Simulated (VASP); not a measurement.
Write the native input for VASP 6.6.1 that does the following.

| Item | Value |
| --- | --- |
| Task | single point |
| Functional | r2SCAN |
| Potentials or basis | VASP PAW PBE potentials, release 64 (La) |
| Cutoff | 520 eV |
| k mesh | 13 × 13 × 4 |
| Occupations | fermi-dirac, width 0.1 eV |
| Spin | no spin polarisation |
| Dipole correction | no |
| Further INCAR settings | ALGO = Normal; EDIFF = 1e-07; NBANDS = 30 |

La:

```
CELL_PARAMETERS angstrom
3.88558 0.00000 0.00000
-1.94279 3.36501 0.00000
0.00000 0.00000 12.37553
ATOMIC_POSITIONS crystal
La 0.00000 0.00000 0.00000
La 0.00000 0.00000 0.50000
La 0.33333 0.66667 0.75000
La 0.66667 0.33333 0.25000
```

One way to write it, as run:

POSCAR

```
La
1.0
    3.8855770862      0.0000000000      0.0000000000
   -1.9427885431      3.3650084650      0.0000000000
    0.0000000000      0.0000000000     12.3755337519
La
4
Direct
    0.0000000000      1.0000000000      0.0000000000
    0.0000000000      1.0000000000      0.5000000000
    0.3333333333      0.6666666667      0.7500000000
    0.6666666667      0.3333333333      0.2500000000
```

INCAR.step1

```
  ALGO = Normal
  EDIFF = 1E-4
  ENCUT = 520
  GGA = PE
  ISMEAR = -1
  LASPH = T
  LCHARG = F
  LREAL = F
  LWAVE = T
  NBANDS = 30
  NELM = 100
  PREC = Accurate
  SIGMA = 0.1
```

INCAR.step2

```
  ALGO = Normal
  EDIFF = 1E-7
  ENCUT = 520
  ISIF = 2
  ISMEAR = -1
  ISTART = 1
  LASPH = T
  LCHARG = F
  LMIXTAU = T
  LREAL = F
  LWAVE = F
  METAGGA = R2SCAN
  NBANDS = 30
  NELM = 100
  PREC = Accurate
  SIGMA = 0.1
```

KPOINTS

```
k-points
0
Gamma
  13 13 4
```

Potentials or basis: VASP PAW PBE potentials, release 64 (La).

The run is started by

```console
$ cat potpaw_PBE.64/La/POTCAR > POTCAR
$ cp INCAR.step1 INCAR
$ mpirun -np 1 vasp_std > vasp.out
$ cp INCAR.step2 INCAR
$ mpirun -np 1 vasp_std > vasp.out
```

It gave:

- Pressure: -1.6 GPa
- Band gap on the k mesh: zero (bands 22 and 23 overlap by 1.19 eV)

Caveat: the PAW data sets were made with another functional, which shifts forces and pressure a little; spin-orbit coupling is left out, which moves the levels of the heavy elements.

Run time: 18 min on 1 thread of Intel(R) Xeon(R) 6975P-C (Granite Rapids) (shared host), peak memory 0.49 GiB.
